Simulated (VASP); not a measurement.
# Pr (P6_3/mmc) in VASP: single point with PBE

Aim: the single point of Pr with PBE.

Everything below comes from runs of VASP 6.6.1. Logs are shortened: lines on timing, memory, paths and dates and some standing lists are left out, and cuts for length are marked.

## 1. The cell of the first run

The structure is hexagonal, space group P6_3/mmc (No. 194). Conventional cell: a = 3.578 Å, b = 3.578 Å, c = 11.686 Å, α = 90.00°, β = 90.00°, γ = 120.00°. Within 4.7 Å of Pr (site symmetry -3m) lie 12 Pr at 3.58 Å. Pr (site symmetry -6m2) has 12 Pr at 3.58 Å within 4.7 Å.

## 2. Single point, PBE, collinear spin, ferromagnetic start

INCAR reads:

```
  PREC = Accurate
  ENCUT = 520
  EDIFF = 1E-6
  ISMEAR = -1
  SIGMA = 0.1
  LREAL = F
  LASPH = T
  NELM = 150
  ALGO = Normal
  ISIF = 2
  LWAVE = F
  LCHARG = F
  ISPIN = 2
  MAGMOM = 2.369 2.369 2.355 2.355
  LORBIT = 11
  LMAXMIX = 6
  GGA = PE
  NBANDS = 38
```

KPOINTS reads:

```
regular mesh
0
Gamma
  5 5 2
```

POSCAR reads:

```
Pr
1.0
    3.5775408563      0.0000000000      0.0000000000
   -1.7887704282      3.0982412646      0.0000000000
    0.0000000000      0.0000000000     11.6856163550
Pr
4
Direct
    0.0000000000      0.0000000000      1.0000000000
    0.0000000000      0.0000000000      0.5000000000
    0.3333333333      0.6666666667      0.7500000000
    0.6666666667      0.3333333333      0.2500000000
```

Potentials or basis: VASP PAW PBE potentials, release 64 (Pr).

Command:

```console
$ cat potpaw_PBE.64/Pr/POTCAR > POTCAR
$ mpirun -np 1 vasp_std > vasp.out
```

OUTCAR:

```text
PREC = Accurate
   ENCUT = 520
   EDIFF = 1E-6
   ISMEAR = -1
   LREAL = F
   LASPH = T
   NELM = 150
   ISIF = 2
   ISPIN = 2
   LORBIT = 11
   GGA = PE

 ion  position               nearest neighbor table
   1  0.000  0.000  0.000-
   2  0.000  0.000  0.500-
   3  0.333  0.667  0.750-
   4  0.667  0.333  0.250-

  LATTYP: Found a hexagonal cell.
 ALAT       =     3.5775408563
 C/A-ratio  =     3.2663823627

  Lattice vectors:

 A1 = (   3.5775408563,   0.0000000000,   0.0000000000)
 A2 = (  -1.7887704282,   3.0982412646,   0.0000000000)
 A3 = (   0.0000000000,   0.0000000000,  11.6856163550)

Analysis of symmetry for initial positions (statically):
=====================================================================
 Subroutine PRICEL returns:
 Original cell was already a primitive cell.

 Routine SETGRP: Setting up the symmetry group for a
 hexagonal supercell.

 Subroutine GETGRP returns: Found 24 space group operations
 (whereof 12 operations were pure point group operations)
 out of a pool of 24 trial point group operations.

The static configuration has the point symmetry D_3d.
 The point group associated with its full space group is D_6h.

Analysis of symmetry for dynamics (positions and initial velocities):
=====================================================================
 Subroutine PRICEL returns:
 Original cell was already a primitive cell.

 Routine SETGRP: Setting up the symmetry group for a
 hexagonal supercell.

 Subroutine GETGRP returns: Found 24 space group operations
 (whereof 12 operations were pure point group operations)
 out of a pool of 24 trial point group operations.

The dynamic configuration has the point symmetry D_3d.
 The point group associated with its full space group is D_6h.

Analysis of structural, dynamic, and magnetic symmetry:
=====================================================================
 Subroutine PRICEL returns:
 Original cell was already a primitive cell.

 Routine SETGRP: Setting up the symmetry group for a
 hexagonal supercell.

 Subroutine GETGRP returns: Found 24 space group operations
 (whereof 12 operations were pure point group operations)
 out of a pool of 24 trial point group operations.

The overall configuration has the point symmetry D_3d.
 The point group associated with its full space group is D_6h.

 Subroutine INISYM returns: Found 24 space group operations
 (whereof 12 operations are pure point group operations),
 and found     1 'primitive' translations

----------------------------------------------------------------------------------------

                                     Primitive cell

  volume of cell :     129.5244

  direct lattice vectors                    reciprocal lattice vectors
     3.577540856  0.000000000  0.000000000     0.279521616  0.161381880  0.000000000
    -1.788770428  3.098241265  0.000000000     0.000000000  0.322763760  0.000000000
     0.000000000  0.000000000 11.685616355     0.000000000  0.000000000  0.085575289

  length of vectors
     3.577540856  3.577540856 11.685616355     0.322763760  0.322763760  0.085575289

  position of ions in fractional coordinates (direct lattice)
     0.000000000  0.000000000  0.000000000
     0.000000000  0.000000000  0.500000000
     0.333333333  0.666666667  0.750000000
     0.666666667  0.333333333  0.250000000

  ion indices of the primitive-cell ions
   primitive index   ion index
                 1           1
                 2           2
                 3           3
                 4           4

----------------------------------------------------------------------------------------

 KPOINTS: regular mesh

Automatic generation of k-mesh.
 Grid dimensions read from file:
 generate k-points for:    5    5    2

 Generating k-lattice:

  Cartesian coordinates                     Fractional coordinates (reciprocal lattice)
     0.055904323  0.032276376  0.000000000     0.200000000  0.000000000  0.000000000
     0.000000000  0.064552752  0.000000000     0.000000000  0.200000000  0.000000000
     0.000000000  0.000000000  0.042787645     0.000000000  0.000000000  0.500000000

  Length of vectors
     0.064552752  0.064552752  0.042787645

  Shift w.r.t. Gamma in fractional coordinates (k-lattice)
     0.000000000  0.000000000  0.000000000

 Subroutine IBZKPT returns following result:
 ===========================================

 Found     10 irreducible k-points:

 Following reciprocal coordinates:
            Coordinates               Weight
  0.000000  0.000000  0.000000      1.000000
  0.200000 -0.000000  0.000000      6.000000
  0.400000 -0.000000  0.000000      6.000000
  0.200000  0.200000  0.000000      6.000000
  0.400000  0.200000  0.000000      6.000000
  0.000000  0.000000  0.500000      1.000000
  0.200000 -0.000000  0.500000      6.000000
  0.400000 -0.000000  0.500000      6.000000
  0.200000  0.200000  0.500000      6.000000
  0.400000  0.200000  0.500000      6.000000
   k-points           NKPTS =     10   k-points in BZ     NKDIM =     10   number of bands    NBANDS=     38
   number of dos      NEDOS =    301   number of ions     NIONS =      4
   total plane-waves  NPLWV =  70560
   dimension x,y,z NGX =    28 NGY =   28 NGZ =   90
   dimension x,y,z NGXF=    56 NGYF=   56 NGZF=  180
   ions per type =               4
   NGX,Y,Z   is equivalent  to a cutoff of  13.01, 13.01, 12.80 a.u.
   NGXF,Y,Z  is equivalent  to a cutoff of  26.02, 26.02, 25.61 a.u.
 SYSTEM =  unknown system
   PREC   = accura    normal or accurate (medium, high low for compatibility)
   ISTART =      0    job   : 0-new  1-cont  2-samecut
   ICHARG =      2    charge: 1-file 2-atom 10-const
   ISPIN  =      2    spin polarized calculation?
   LNONCOLLINEAR =      F non collinear calculations
   LSORBIT =      F    spin-orbit coupling
   LASPH  =      T    aspherical Exc in radial PAW
   ENCUT  =  520.0 eV  38.22 Ry    6.18 a.u.   6.65  6.65 21.73*2*pi/ulx,y,z
   NELM   =    150;   NELMIN=  2; NELMDL= -5     # of ELM steps
   EDIFF  = 0.1E-05   stopping-criterion for ELM
   LREAL  =      F    real-space projection
[... 7 lines left out ...]
   TEBEG  =    0.0;   TEEND  =   0.0 temperature during run
   PSTRESS=    0.0 pullay stress
   NELECT =      52.0000    total number of electrons
   NUPDOWN=      -1.0000    fix difference up-down
   EMIN   =  10.00;   EMAX   =-10.00  energy-range for DOS
   EFERMI =   0.00;   METHOD = LEGACY
   ISMEAR =    -1;   SIGMA  =   0.10  broadening in eV -4-tet -1-fermi 0-gaus
   EFERMI_NEDOS =   21; number of points for ismear=-14 and -15
   IALGO  =     38    algorithm
   IMIX   =      4    mixing-type and parameters
     AMIX     =   0.40;   BMIX     =  1.00
     AMIX_MAG =   1.60;   BMIX_MAG =  1.00
  volume/ion in A,a.u.               =      32.38       218.52
  Fermi-wavevector in a.u.,A,eV,Ry     =   1.207699  2.282221 19.844607  1.458537
  Thomas-Fermi vector in A             =   2.343329
   LORBIT       =     11    0 simple, 1 ext, 2 COOP (PROOUT), +10 PAW based schemes
   GGA     = PE    functional components
   LHFCALC =     F    Hartree Fock is set to
   AEXX    =    0.0000 exact exchange contribution
   IVDW    =     0    specifies the selected vdW correction
   LEPSILON=     F    determine dielectric tensor
   LRPA    =     F    only Hartree local field effects (RPA)
 spin polarized calculation
  energy-cutoff  :      520.00
  volume of cell :      129.52
 maximum number of plane-waves:      3524
 NGX is ok and might be reduce to    28
   NGX = 13   NGY = 13   NGZ = 43

 number of electron      52.0000000 magnetization       9.9290991

 number of electron      51.9999996 magnetization      10.6657639

 Free energy of the ion-electron system (eV)
  ---------------------------------------------------
  ext. energy  EPLUGINS =         0.00000000
  ---------------------------------------------------
  free energy    TOTEN  =       -22.26088028 eV

  energy without entropy =      -21.45479863  energy(sigma->0) =      -21.85783946

 E-fermi :   6.5496     XC(G=0): -10.2217

 val. band max:        6.5478319401   @ k =   0.4000   0.2000   0.0000
 cond. band min:       6.5524362724   @ k =   0.4000  -0.0000   0.0000
 fundamental gap:      0.0046043324
 Fermi energy:         6.5496142867

 spin component 1

 k-point     1 :       0.0000    0.0000    0.0000
  band No.  band energies     occupation
      1     -29.4925      1.00000
      2     -29.4142      1.00000
      3     -29.3536      1.00000
      4     -29.2720      1.00000
      5     -12.2322      1.00000
      6     -11.5359      1.00000
[... 30 lines left out ...]
     37       6.7959      0.07850
     38       6.9581      0.01654
[... 367 lines left out ...]
     37       6.7849      0.08684
     38       6.7849      0.08683
 Fermi energy:         6.5496142867

 spin component 2

 k-point     1 :       0.0000    0.0000    0.0000
  band No.  band energies     occupation
      1     -28.4126      1.00000
      2     -28.3262      1.00000
      3     -28.2727      1.00000
      4     -28.1826      1.00000
      5     -11.4235      1.00000
      6     -10.7069      1.00000
[... 30 lines left out ...]
     37       8.1833      0.00000
     38       8.2709      0.00000
[... 367 lines left out ...]
     37       8.3443      0.00000
     38       8.3447      0.00000

------------------------ aborting loop because EDIFF is reached ----------------------------------------

  FORCE on cell =-STRESS in cart. coord.  units (eV):
  Direction    XX          YY          ZZ          XY          YZ          ZX
  --------------------------------------------------------------------------------------
  -------------------------------------------------------------------------------------
  Total        0.5864745      0.5864745     -0.2806624     -0.0000000      0.0000000      0.0000000
  in kB        7.2545134      7.2545134     -3.4717093     -0.0000000      0.0000000      0.0000000
  external PRESSURE =       3.6791058 kB  Pullay stress =       0.0000000 kB

 VOLUME and BASIS-vectors are now :
 -----------------------------------------------------------------------------
  energy-cutoff  :      520.00
  volume of cell :      129.52
      direct lattice vectors                 reciprocal lattice vectors
     3.577540856  0.000000000  0.000000000     0.279521616  0.161381880  0.000000000
    -1.788770428  3.098241265  0.000000000     0.000000000  0.322763760  0.000000000
     0.000000000  0.000000000 11.685616355     0.000000000  0.000000000  0.085575289

 POSITION                                       TOTAL-FORCE (eV/Angst)
 -----------------------------------------------------------------------------------
      0.00000      0.00000      0.00000        -0.000000      0.000000      0.000000
      0.00000      0.00000      5.84281        -0.000000      0.000000      0.000000
     -0.00000      2.06549      8.76421         0.000000     -0.000000      0.000000
      1.78877      1.03275      2.92140        -0.000000      0.000000     -0.000000
 -----------------------------------------------------------------------------------
    total drift:                               -0.000000      0.000000      0.000000

  FREE ENERGIE OF THE ION-ELECTRON SYSTEM (eV)
  ---------------------------------------------------
  free  energy   TOTEN  =       -22.2608802794 eV

  energy  without entropy=      -21.4547986323  energy(sigma->0) =      -21.85783946

 total charge

# of ion       s       p       d       f       tot
--------------------------------------------------
    1        1.999   5.267   0.629   2.155  10.050
    2        1.999   5.267   0.629   2.155  10.050
    3        2.001   5.267   0.636   2.137  10.041
    4        2.001   5.267   0.636   2.137  10.041
--------------------------------------------------
tot          8.000  21.068   2.530   8.584  40.183

 magnetization (x)

# of ion       s       p       d       f       tot
--------------------------------------------------
    1       -0.007  -0.025   0.128   2.078   2.174
    2       -0.007  -0.025   0.128   2.078   2.174
    3       -0.009  -0.021   0.136   2.075   2.181
    4       -0.009  -0.021   0.136   2.075   2.181
--------------------------------------------------
tot         -0.032  -0.092   0.529   8.305   8.709
```

It took 35 min on 1 thread of Oxide Virtual Turin-like, shared host; peak memory 0.31 GiB.

Results:

- Free energy: -22.2609 eV
- Pressure: 0.4 GPa
- Net moment: 10.67 μB per cell
- Site moments: Pr +2.17, +2.18 μB
- Valence electrons inside the program's atomic spheres: Pr 10.05, 10.04

Stress tensor (GPa, compression positive):
```
 0.73  0.00  0.00
 0.00  0.73  0.00
 0.00  0.00 -0.35
```

Levels at points of the mesh, in eV from the Fermi level:
Spin up:
```
           k point  band 28  band 29  band 30  band 31  band 32  band 33  band 34  band 35  band 36  band 37
(0.00, 0.00, 0.00)    -0.05    -0.02    -0.02     0.00     0.07     0.07     0.14     0.17     0.25     0.25
(0.00, 0.00, 0.50)    -0.10     0.04     0.04     0.04     0.04     0.14     0.14     0.25     0.25     0.32
```
Spin down:
```csv
k point,band 18,band 19,band 20,band 21,band 22,band 23
"(0.00, 0.00, 0.00)",-1.65,-1.64,-1.39,0.76,1.03,1.14
"(0.00, 0.00, 0.50)",-2.63,-1.34,-1.34,1.00,1.00,1.20
```

Caveat: the k points lie up to 0.41 Å⁻¹ apart; the magnetic or orbital state may not be the lowest; spin-orbit coupling is left out, which moves the levels of the heavy elements. The state reached can hang on the start; a lower one may exist.
